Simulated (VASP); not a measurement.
Wanted: the native input for a VASP 6.6.1 run.

- Task: single point
- Functional: HSE06
- Potentials or basis: VASP PAW PBE potentials, release 64 (Hf_pv, N)
- Cutoff: 520 eV
- k mesh: 4 × 4 × 4
- Occupations: fermi-dirac, width 0.1 eV
- Spin: no spin polarisation
- Dipole correction: no
- Grid for exact exchange (PRECFOCK): Normal
- Further INCAR settings: ALGO = Normal; EDIFF = 1e-06; NBANDS = 14
- Screening parameter: 0.2079 1/Å

The system is HfN (rock salt type).

```
CELL_PARAMETERS angstrom
0.00000 2.29481 2.29481
2.29481 0.00000 2.29481
2.29481 2.29481 0.00000
ATOMIC_POSITIONS crystal
Hf 0.00000 0.00000 0.00000
N 0.50000 0.50000 0.50000
```

These files were run (other wordings do the same):

POSCAR

```
HfN
1.0
    0.0000000000      2.2948060497      2.2948060497
    2.2948060497      0.0000000000      2.2948060497
    2.2948060497      2.2948060497      0.0000000000
Hf N
1 1
Direct
    0.0000000000      0.0000000000      0.0000000000
    0.5000000000      0.5000000000      0.5000000000
```

INCAR.step1

```
SYSTEM = HfN
  PREC = Accurate
  ENCUT = 520
  EDIFF = 1E-5
  ISMEAR = -1
  SIGMA = 0.1
  LREAL = .False.
  LASPH = .True.
  NELM = 60
  ALGO = Normal
  ISIF = 2
  LWAVE = .True.
  LCHARG = .False.
  GGA = PE
  NBANDS = 14
```

INCAR.step2

```
SYSTEM = HfN
  PREC = Accurate
  ENCUT = 520
  EDIFF = 1E-6
  ISMEAR = -1
  SIGMA = 0.1
  LREAL = .False.
  LASPH = .True.
  NELM = 60
  ALGO = Normal
  ISIF = 2
  LWAVE = .False.
  LCHARG = .False.
  GGA = PE
  LHFCALC = .True.
  HFSCREEN = 0.2079
  PRECFOCK = Normal
  ISTART = 1
  NBANDS = 14
```

KPOINTS

```
Automatic mesh
0
Gamma
  4 4 4
  0 0 0
```

Potentials or basis: VASP PAW PBE potentials, release 64 (Hf_pv, N).

The run is started by

```bash
$ cat potpaw_PBE.64/Hf_pv/POTCAR potpaw_PBE.64/N/POTCAR > POTCAR
$ cp INCAR.step1 INCAR
$ mpirun -np 1 vasp_std > vasp.out
$ cp INCAR.step2 INCAR
$ mpirun -np 1 vasp_std > vasp.out
```

Results of the run:

The pressure is -15.8 GPa.

Caveat: the k points lie up to 0.59 Å⁻¹ apart; the PAW data sets were made with another functional, which shifts forces and pressure a little.

Run time: 2.4 min on 1 thread of AMD EPYC 9R14 (Zen 4), with other jobs on the host, peak memory 0.22 GiB.
